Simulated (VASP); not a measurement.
LiF: single point with PBEsol

LiF:

```xyz
2
Lattice="2.0240 2.0240 0.0000 -2.0240 2.0240 0.0000 0.0000 2.0240 1.9919" Properties=species:S:1:pos:R:3 pbc="T T T"
Li    0.0000    0.0000    0.0000
F     0.0000    2.0240    0.0000
```

This cell differs from its parent crystal: in-plane strain +0.01.

```
Program                : VASP 6.6.1
Task                   : single point
Functional             : PBEsol
Potentials or basis    : VASP PAW PBE potentials, release 64 (Li_sv, F)
Cutoff                 : 750 eV
k mesh                 : 10 × 10 × 10
Occupations            : gaussian, width 0.01 eV
Spin                   : no spin polarisation
Dipole correction      : no
Further INCAR settings : ALGO = Normal; EDIFF = 1e-06; NBANDS = 12
```

```yaml
Pressure: -1.3 GPa
Band_gap_on_the_k_mesh: 8.90 eV
```

Stress tensor (GPa, compression positive):
```
-1.77  0.00  0.00
 0.00 -1.77  0.00
 0.00  0.00 -0.50
```

Levels at points of the mesh, in eV from the valence-band top:
```
           k point  band 3  band 4  band 5  band 6  band 7  band 8
(0.00, 0.00, 0.00)   -0.04    0.00    0.00    8.90   23.72   23.72
(0.50, 0.00, 0.00)   -2.58   -0.26   -0.23   10.57   16.54   18.61
(0.50, 0.50, 0.00)   -3.08   -1.06   -0.96   14.53   16.27   17.31
(0.00, 0.00, 0.50)   -3.07   -1.06   -1.06   14.82   16.05   17.34
```

Wall time 51 s on 1 thread of Intel Xeon 8259CL (shared host), peak memory 0.17 GiB.

Caveat: the cell differs from its parent crystal (in-plane strain +0.01); the PAW data sets were made with another functional, which shifts forces and pressure a little. A k mesh can miss the band edges.
